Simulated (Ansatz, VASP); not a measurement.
# ScAl3 in VASP and in Ansatz

The input INCAR:

```
PREC     = Accurate       # precision mode
ENCUT    = 520            # plane-wave cutoff, eV
EDIFF    = 1E-6           # SCF threshold, eV
ISMEAR   = 0              # smearing method
SIGMA    = 0.15           # smearing width, eV
LREAL    = False          # projectors in reciprocal space
LASPH    = True           # aspherical terms in the spheres
NELM     = 80             # most SCF steps
ALGO     = Fast           # electronic algorithm
ISIF     = 2              # what is computed and relaxed
LWAVE    = False          # write WAVECAR
LCHARG   = False          # write CHGCAR
GGA      = PE             # functional
NBANDS   = 18             # bands
```

Contents of KPOINTS:

```
Automatic mesh
0
Gamma
  12 12 12
```

POSCAR

```
ScAl3
1.0
    4.4337570436      0.0000000000      0.0000000000
    0.0000000000      4.4337570436      0.0000000000
    0.0000000000      0.0000000000      4.1053305959
Sc Al
1 3
Direct
    0.0000000000      0.0000000000      0.0000000000
    0.5000000000      0.0000000000      0.5000000000
    0.0000000000      0.5000000000      0.5000000000
    0.5000000000      0.5000000000      0.0000000000
```

Input for Ansatz:

```yaml
crystal:
  lattice:
    - [4.4337570436, 0.0, 0.0]
    - [0.0, 4.4337570436, 0.0]
    - [0.0, 0.0, 4.1053305959]
  atoms:
    - { symbol: Sc, position: [0.0, 0.0, 0.0] }
    - { symbol: Al, position: [0.5, 0.0, 0.5] }
    - { symbol: Al, position: [0.0, 0.5, 0.5] }
    - { symbol: Al, position: [0.5, 0.5, 0.0] }
basis:
  ecutwfc: 420
kpoints:
  mp_grid: { grid: [12, 12, 12] }
hamiltonian:
  xc: pbe
scf:
  occupations: { method: gaussian, width: 0.15 }
output:
  forces: true
  stress: true
  eigenvalues: true
```

Change from the starting cell: strain +0.080 along x and y, +0.000 along z, atoms carried along.

Alike in both runs: task single point; functional PBE; k mesh 12 × 12 × 12; occupations gaussian, width 0.15 eV; no spin polarisation.

```csv
,VASP,Ansatz
version,VASP 6.6.1,Ansatz 0.2.0
potentials or method,"VASP PAW PBE potentials, release 64 (Sc_sv, Al), cutoff 520 eV","scalar-relativistic, plane waves, PAW"
valence electrons in the cell,20,20
```

|  | VASP | Ansatz | Ansatz less VASP |
| --- | --- | --- | --- |
| gap on the k mesh at the Fermi level (eV) | none | none | - |
| pressure (GPa) | -9.2 | -9.2 | +0.02 |
| traceless stress, the component that is largest in VASP (GPa) | 4.34 | 4.34 | -0.004 |

A gap of «none» marks a metal or a gap that the smearing closes.
